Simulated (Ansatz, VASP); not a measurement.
InTe4: VASP beside Ansatz

```
CELL_PARAMETERS angstrom
5.85479 0.00000 0.00000
0.00000 5.85479 0.00000
0.00000 0.00000 5.85479
ATOMIC_POSITIONS crystal
In 0.00000 0.00000 0.00000
Te 0.00000 0.50000 0.50000
Te 0.50000 0.00000 0.50000
Te 0.50000 0.50000 0.00000
Te 0.50000 0.50000 0.50000
```

Alike in both runs: task relaxation of cell and atoms; functional PBE; k mesh 6 × 6 × 6; occupations gaussian, width 0.1 eV; no spin polarisation.

|  | VASP | Ansatz |
| --- | --- | --- |
| version | VASP 6.6.1 | Ansatz 0.2.0 |
| potentials or method | VASP PAW PBE potentials, release 64 (In_d, Te), cutoff 600 eV | scalar-relativistic, plane waves, PAW |
| valence electrons in the cell | 37 | 77 |

```csv
,VASP,Ansatz,Ansatz less VASP
"gap on the k mesh at the Fermi level, each at its own relaxed structure (eV)",none,none,-
relaxed volume (Å³/atom),39.91,40.00,+0.092
relaxed cell length with the largest relative difference (Å),5.844,5.848,+0.0045
```

A gap of «none» marks a metal or a gap that the smearing closes. VASP's potentials hold 37 valence electrons a cell and Ansatz's 77, so a difference there can come from the potentials and not from the codes.

Neither program's run includes spin-orbit coupling.
